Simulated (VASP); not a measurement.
# Bi2Te3 in VASP: single point with PBE

Aim: the single point of Bi2Te3 with PBE.

All numbers are computed with VASP 6.6.1; they aren't measurements. Logs are shortened: lines on timing, memory, paths and dates and some standing lists are left out, and cuts for length are marked.

**1. The cell of the first run**

The typed cell holds 15 atoms: a = 4.447 Å, b = 4.447 Å, c = 32.576 Å, α = 82.15°, β = 82.15°, γ = 60.00°.

**2. Single point, PBE (the part above a cut slid along it)**

Input file INCAR:

```
  ALGO = Normal
  EDIFF = 1E-6
  ENCUT = 520
  GGA = PE
  ISIF = 2
  ISMEAR = 0
  LASPH = True
  LCHARG = False
  LREAL = Auto
  LWAVE = False
  NBANDS = 85
  NELM = 60
  PREC = Accurate
  SIGMA = 0.05
```

Input file KPOINTS:

```
k-points
0
Gamma
  9 9 1
```

Input file POSCAR:

```
Bi2Te3
1.0
   -4.4465493992      0.0000000000      0.0000000000
   -2.2232746996     -3.8508247389      0.0000000000
   -4.4467717267     -2.5673448534     32.1686732172
Bi Te
6 9
Direct
    0.2907205587      0.2907205587      0.5638909674
    0.8462872253     -0.1537127747      0.2305576341
   -0.2648461080     -0.2648461080      0.8972243008
    0.1536572180      0.1536572180      0.7694756992
    0.7092238847     -0.2907761153      0.4361423659
    0.2647905513      0.2647905513      0.1028090326
    0.5555388883      0.5555388883      0.1666833333
   -0.5555944450     -0.5555944450      0.8333500000
   -0.0000277783     -0.0000277783      0.5000166667
    0.4115094736      0.4115094736      0.3827166538
    0.9670761402      0.9670761402      0.0493833205
   -0.1440571931     -0.1440571931      0.7160499872
    0.0328683031      0.0328683031      0.9506500128
    0.5884349698     -0.4115650302      0.6173166795
    0.1440016364      0.1440016364      0.2839833462
```

Potentials or basis: VASP PAW PBE potentials, release 64 (Bi_d, Te).

Run with:

```sh
$ cat potpaw_PBE.64/Bi_d/POTCAR potpaw_PBE.64/Te/POTCAR > POTCAR
$ mpirun -np 1 vasp_std > vasp.out
```

OUTCAR:

```text
EDIFF = 1E-6
   ENCUT = 520
   GGA = PE
   ISIF = 2
   ISMEAR = 0
   LASPH = True
   LREAL = Auto
   NELM = 60
   PREC = Accurate

 ion  position               nearest neighbor table
   1  0.291  0.291  0.564-  14 3.09  14 3.09  14 3.09   9 3.29   9 3.29   9 3.29
   2  0.846  0.846  0.231-  15 3.09  15 3.09  15 3.09   7 3.29   7 3.29   7 3.29
   3  0.735  0.735  0.897-  13 3.09  13 3.09  13 3.09   8 3.29   8 3.29   8 3.29
   4  0.154  0.154  0.769-  12 3.09  12 3.09  12 3.09   8 3.29   8 3.29   8 3.29
   5  0.709  0.709  0.436-  10 3.09  10 3.09  10 3.09   9 3.29   9 3.29   9 3.29
   6  0.265  0.265  0.103-  11 3.09  11 3.09  11 3.09   7 3.29   7 3.29   7 3.29
   7  0.556  0.556  0.167-   6 3.29   6 3.29   6 3.29   2 3.29   2 3.29   2 3.29
   8  0.444  0.444  0.833-   3 3.29   4 3.29   3 3.29   4 3.29   3 3.29   4 3.29
   9  1.000  1.000  0.500-   1 3.29   1 3.29   1 3.29   5 3.29   5 3.29   5 3.29
  10  0.412  0.412  0.383-   5 3.09   5 3.09   5 3.09
  11  0.967  0.967  0.049-   6 3.09   6 3.09   6 3.09  13 3.18
  12  0.856  0.856  0.716-   4 3.09   4 3.09   4 3.09
  13  0.033  0.033  0.951-   3 3.09   3 3.09   3 3.09  11 3.18
  14  0.588  0.588  0.617-   1 3.09   1 3.09   1 3.09
  15  0.144  0.144  0.284-   2 3.09   2 3.09   2 3.09

  LATTYP: Found a trigonal (rhomboedric) cell.
 ALAT       =    32.2709590220
 COS(alpha) =     0.9905072309

  Lattice vectors:

 A1 = (  -0.0002223275,  -2.5673448534,  32.1686732172)
 A2 = (   2.2230523721,   1.2834798855,  32.1686732172)
 A3 = (  -2.2234970271,   1.2834798855,  32.1686732172)

Analysis of symmetry for initial positions (statically):
=====================================================================
 Subroutine PRICEL returns:
 Original cell was already a primitive cell.

 Routine SETGRP: Setting up the symmetry group for a
 trigonal (rhombohedral) supercell.

 Subroutine GETGRP returns: Found  4 space group operations
 (whereof  2 operations were pure point group operations)
 out of a pool of 12 trial point group operations.

The static configuration has the point symmetry C_1h.
 The point group associated with its full space group is C_2h.

Analysis of symmetry for dynamics (positions and initial velocities):
=====================================================================
 Subroutine PRICEL returns:
 Original cell was already a primitive cell.

 Routine SETGRP: Setting up the symmetry group for a
 trigonal (rhombohedral) supercell.

 Subroutine GETGRP returns: Found  4 space group operations
 (whereof  2 operations were pure point group operations)
 out of a pool of 12 trial point group operations.

The dynamic configuration has the point symmetry C_1h.
 The point group associated with its full space group is C_2h.

 Subroutine INISYM returns: Found  4 space group operations
 (whereof  2 operations are pure point group operations),
 and found     1 'primitive' translations

----------------------------------------------------------------------------------------

                                     Primitive cell

  volume of cell :     550.8204

  direct lattice vectors                    reciprocal lattice vectors
    -4.446549399  0.000000000  0.000000000    -0.224893487  0.129842315 -0.020725132
    -2.223274700 -3.850824739  0.000000000     0.000000000 -0.259684631 -0.020725132
    -4.446771727 -2.567344853 32.168673217     0.000000000  0.000000000  0.031086144

  length of vectors
     4.446549399  4.446549399 32.575889473     0.260510342  0.260510342  0.031086144

  position of ions in fractional coordinates (direct lattice)
     0.290720559  0.290720559  0.563890967
     0.846287225  0.846287225  0.230557634
     0.735153892  0.735153892  0.897224301
     0.153657218  0.153657218  0.769475699
     0.709223885  0.709223885  0.436142366
     0.264790551  0.264790551  0.102809033
     0.555538888  0.555538888  0.166683333
     0.444405555  0.444405555  0.833350000
     0.999972222  0.999972222  0.500016667
     0.411509474  0.411509474  0.382716654
     0.967076140  0.967076140  0.049383320
     0.855942807  0.855942807  0.716049987
     0.032868303  0.032868303  0.950650013
     0.588434970  0.588434970  0.617316680
     0.144001636  0.144001636  0.283983346

  ion indices of the primitive-cell ions
   primitive index   ion index
                 1           1
                 2           2
                 3           3
                 4           4
                 5           5
                 6           6
[... 24 lines left out ...]

  Length of vectors
     0.028945594  0.028945594  0.031086144

  Shift w.r.t. Gamma in fractional coordinates (k-lattice)
     0.000000000  0.000000000  0.000000000

 -----------------------------------------------------------------------------
|                                                                             |
|           W    W    AA    RRRRR   N    N  II  N    N   GGGG   !!!           |
|           W    W   A  A   R    R  NN   N  II  NN   N  G    G  !!!           |
|           W    W  A    A  R    R  N N  N  II  N N  N  G       !!!           |
|           W WW W  AAAAAA  RRRRR   N  N N  II  N  N N  G  GGG   !            |
|           WW  WW  A    A  R   R   N   NN  II  N   NN  G    G                |
|           W    W  A    A  R    R  N    N  II  N    N   GGGG   !!!           |
|                                                                             |
|     Your reciprocal lattice and k-lattice belong to different lattice       |
|     classes:                                                                |
|                                                                             |
|        The reciprocal lattice is rhombohedral (trigonal),                   |
|        whereas your k-lattice is base-centered monoclinic.                  |
|                                                                             |
|     Results are often still useful ...                                      |
|                                                                             |
 -----------------------------------------------------------------------------

 WARNING: IBZKPT: internal override: KBLOWUP is changed to .FALSE.
      ... skipping the blow-up phase ...

 Subroutine IBZKPT returns following result:
 ===========================================

 Found     25 irreducible k-points:

 Following reciprocal coordinates:
            Coordinates               Weight
  0.000000  0.000000  0.000000      1.000000
  0.111111 -0.000000 -0.000000      4.000000
  0.222222 -0.000000 -0.000000      4.000000
  0.333333 -0.000000 -0.000000      4.000000
  0.444444 -0.000000 -0.000000      4.000000
  0.111111  0.111111 -0.000000      2.000000
[... 16 lines left out ...]
 -0.333333  0.333333  0.000000      2.000000
  0.444444  0.444444 -0.000000      2.000000
   k-points           NKPTS =     25   k-points in BZ     NKDIM =     25   number of bands    NBANDS=     85
   number of dos      NEDOS =    301   number of ions     NIONS =     15
   total plane-waves  NPLWV = 324000
   dimension x,y,z NGX =    36 NGY =   36 NGZ =  250
   dimension x,y,z NGXF=    72 NGYF=   72 NGZF=  500
   ions per type =               6   9
   NGX,Y,Z   is equivalent  to a cutoff of  13.46, 13.46, 12.76 a.u.
   NGXF,Y,Z  is equivalent  to a cutoff of  26.92, 26.92, 25.52 a.u.
 SYSTEM =  unknown system
   PREC   = accura    normal or accurate (medium, high low for compatibility)
   ISTART =      0    job   : 0-new  1-cont  2-samecut
   ICHARG =      2    charge: 1-file 2-atom 10-const
   ISPIN  =      1    spin polarized calculation?
   LNONCOLLINEAR =      F non collinear calculations
   LSORBIT =      F    spin-orbit coupling
   LASPH  =      T    aspherical Exc in radial PAW
   ENCUT  =  520.0 eV  38.22 Ry    6.18 a.u.   8.27  8.27 60.57*2*pi/ulx,y,z
   NELM   =     60;   NELMIN=  2; NELMDL= -5     # of ELM steps
   EDIFF  = 0.1E-05   stopping-criterion for ELM
   LREAL  =      T    real-space projection
   EDIFFG = 0.1E-04   stopping-criterion for IOM
   NSW    =      0    number of steps for IOM
   IBRION =     -1    ionic relax: 0-MD 1-quasi-New 2-CG
   NFREE  =      0    steps in history (QN), initial steepest desc. (CG)
   ISIF   =      2    stress and relaxation
   ISYM   =      2    0-nonsym 1-usesym 2-fastsym
   POTIM  = 0.5000    time-step for ionic-motion
   TEBEG  =    0.0;   TEEND  =   0.0 temperature during run
   PSTRESS=    0.0 pullay stress
   NELECT =     144.0000    total number of electrons
   NUPDOWN=      -1.0000    fix difference up-down
   EMIN   =  10.00;   EMAX   =-10.00  energy-range for DOS
   EFERMI =   0.00;   METHOD = LEGACY
   ISMEAR =     0;   SIGMA  =   0.05  broadening in eV -4-tet -1-fermi 0-gaus
   EFERMI_NEDOS =   21; number of points for ismear=-14 and -15
   IALGO  =     38    algorithm
   IMIX   =      4    mixing-type and parameters
     AMIX     =   0.40;   BMIX     =  1.00
     AMIX_MAG =   1.60;   BMIX_MAG =  1.00
  volume/ion in A,a.u.               =      36.72       247.81
  Fermi-wavevector in a.u.,A,eV,Ry     =   1.046789  1.978144 14.908807  1.095766
  Thomas-Fermi vector in A             =   2.181642
   LORBIT       =      0    0 simple, 1 ext, 2 COOP (PROOUT), +10 PAW based schemes
   GGA     = PE    functional components
   LHFCALC =     F    Hartree Fock is set to
   AEXX    =    0.0000 exact exchange contribution
   IVDW    =     0    specifies the selected vdW correction
   LEPSILON=     F    determine dielectric tensor
   LRPA    =     F    only Hartree local field effects (RPA)
 non-spin polarized calculation
 Gauss-broadening in eV      SIGMA  =   0.05
  energy-cutoff  :      520.00
  volume of cell :      550.82
 maximum number of plane-waves:     14868
 NGX is ok and might be reduce to    36
   NGX = 17   NGY = 17   NGZ =121

 number of electron     144.0000011 magnetization

 Free energy of the ion-electron system (eV)
  ---------------------------------------------------
  ext. energy  EPLUGINS =         0.00000000
  ---------------------------------------------------
  free energy    TOTEN  =       -54.92769001 eV

  energy without entropy =      -54.92760914  energy(sigma->0) =      -54.92764957

 E-fermi :   5.4683     XC(G=0):  -8.9014

 val. band max:        5.3942013832   @ k =   0.0000   0.0000   0.0000
 cond. band min:       5.5419399376   @ k =   0.0000   0.0000   0.0000
 fundamental gap:      0.1477385545
 Fermi energy:         5.4683453513

 k-point     1 :       0.0000    0.0000    0.0000
  band No.  band energies     occupation
      1     -17.9041      2.00000
      2     -17.9041      2.00000
      3     -17.9022      2.00000
      4     -17.9022      2.00000
      5     -17.9022      2.00000
      6     -17.9022      2.00000
[... 2077 lines left out ...]
     83       7.9643      0.00000
     84       8.1119      0.00000

 [... further k-points ...]

 [bands above 84 left out]

------------------------ aborting loop because EDIFF is reached ----------------------------------------

  FORCE on cell =-STRESS in cart. coord.  units (eV):
  Direction    XX          YY          ZZ          XY          YZ          ZX
  --------------------------------------------------------------------------------------
  -------------------------------------------------------------------------------------
  Total        0.1351095      0.1606458      3.6603323     -0.0221151      0.0013433      0.0023266
  in kB        0.3929944      0.4672723     10.6468486     -0.0643265      0.0039073      0.0067673
  external PRESSURE =       3.8357051 kB  Pullay stress =       0.0000000 kB

 VOLUME and BASIS-vectors are now :
 -----------------------------------------------------------------------------
  energy-cutoff  :      520.00
  volume of cell :      550.82
      direct lattice vectors                 reciprocal lattice vectors
    -4.446549399  0.000000000  0.000000000    -0.224893487  0.129842315 -0.020725132
    -2.223274700 -3.850824739  0.000000000     0.000000000 -0.259684631 -0.020725132
    -4.446771727 -2.567344853 32.168673217     0.000000000  0.000000000  0.031086144

 POSITION                                       TOTAL-FORCE (eV/Angst)
 -----------------------------------------------------------------------------------
     -4.44655     -2.56722     18.13962        -0.000283     -0.000163     -0.013153
     -6.66982     -3.85082      7.41673        -0.000751     -0.000433     -0.006415
     -8.89310     -5.13443     28.86252         0.000902      0.000521     -0.293908
     -4.44655     -2.56722     24.75301         0.000751      0.000433      0.006415
     -6.66982     -3.85082     14.03012         0.000283      0.000163      0.013153
     -2.22327     -1.28361      3.30723        -0.000902     -0.000521      0.293908
     -4.44655     -2.56722      5.36198         0.001568      0.000905     -0.013161
     -6.66982     -3.85082     26.80776        -0.001568     -0.000905      0.013161
     -8.89310     -5.13443     16.08487        -0.000000     -0.000000     -0.000000
     -4.44655     -2.56722     12.31149        -0.003517     -0.002031     -0.015336
     -6.66982     -3.85082      1.58860         0.000766      0.000442      0.539293
     -8.89310     -5.13443     23.03438        -0.002559     -0.001477     -0.016858
     -4.44655     -2.56722     30.58115        -0.000766     -0.000442     -0.539293
     -6.66982     -3.85082     19.85826         0.003517      0.002031      0.015336
     -2.22327     -1.28361      9.13537         0.002559      0.001477      0.016858
 -----------------------------------------------------------------------------------
    total drift:                               -0.000002     -0.000001     -0.000006

  FREE ENERGIE OF THE ION-ELECTRON SYSTEM (eV)
  ---------------------------------------------------
  free  energy   TOTEN  =       -54.9276900133 eV

  energy  without entropy=      -54.9276091356  energy(sigma->0) =      -54.92764957
```

Wall time 60 min (1 thread of Oxide Virtual Turin-like, shared host); peak memory 1.1 GiB.

What came out:

- Free energy: -54.9277 eV
- Pressure: 0.4 GPa
- Largest force: 0.539 eV/Å
- Band gap on the k mesh: 0.15 eV

Forces in eV/Å, atoms in the order of the input:
```
Bi   0.000  0.000 -0.013
Bi  -0.001  0.000 -0.006
Bi   0.001  0.001 -0.294
Bi   0.001  0.000  0.006
Bi   0.000  0.000  0.013
Bi  -0.001 -0.001  0.294
Te   0.002  0.001 -0.013
Te  -0.002 -0.001  0.013
Te   0.000  0.000  0.000
Te  -0.004 -0.002 -0.015
Te   0.001  0.000  0.539
Te  -0.003 -0.001 -0.017
Te  -0.001  0.000 -0.539
Te   0.004  0.002  0.015
Te   0.003  0.001  0.017
```

Stress tensor (GPa, compression positive):
```
 0.04 -0.01  0.00
-0.01  0.05  0.00
 0.00  0.00  1.06
```

Caveat: the cell differs from its parent crystal (the part above a cut slid along it); spin-orbit coupling is left out, which moves the levels of the heavy elements. A k mesh can miss the band edges.
